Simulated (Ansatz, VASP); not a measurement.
## Two plane-wave programs on Sb3As

```xyz
4
Lattice="3.7100 0.0000 0.0000 0.0000 3.7100 0.0000 0.0000 0.0000 7.3035" Properties=species:S:1:pos:R:3 pbc="T T T"
Sb    1.8550    1.8550    1.6580
Sb    1.8550    1.8550    5.6455
Sb    0.0000    0.0000    3.6517
As    0.0000    0.0000    0.0000
```

Change from the starting cell: species swapped into the HgPb3 type (P4/mmm, No. 123).

Alike in both runs: functional PBE; k mesh 6 × 6 × 4; occupations gaussian, width 0.1 eV; no spin polarisation.

Ansatz relaxed the structure, and its values are those at the end. VASP's run is a single point on that final structure, the one shown.

|  | VASP | Ansatz |
| --- | --- | --- |
| version | VASP 6.6.1 | Ansatz 0.2.0 |
| potentials or method | VASP PAW PBE potentials, release 64 (Sb, As), cutoff 520 eV | scalar-relativistic, plane waves, PAW |
| valence electrons in the cell | 20 | 60 |

VASP gave:

| Item | Value |
| --- | --- |
| gap on the k mesh at the Fermi level (eV) | none |
| pressure (GPa) | -0.2 |

Which values does Ansatz return?

gap on the k mesh at the Fermi level (eV): none; pressure (GPa): -0.1.

A gap of «none» marks a metal or a gap that the smearing closes. The functional is the same, so the differences come from potentials, cutoffs and numerics. VASP's potentials hold 20 valence electrons a cell and Ansatz's 60, so a difference there can come from the potentials and not from the codes.

Spin-orbit coupling is off throughout.
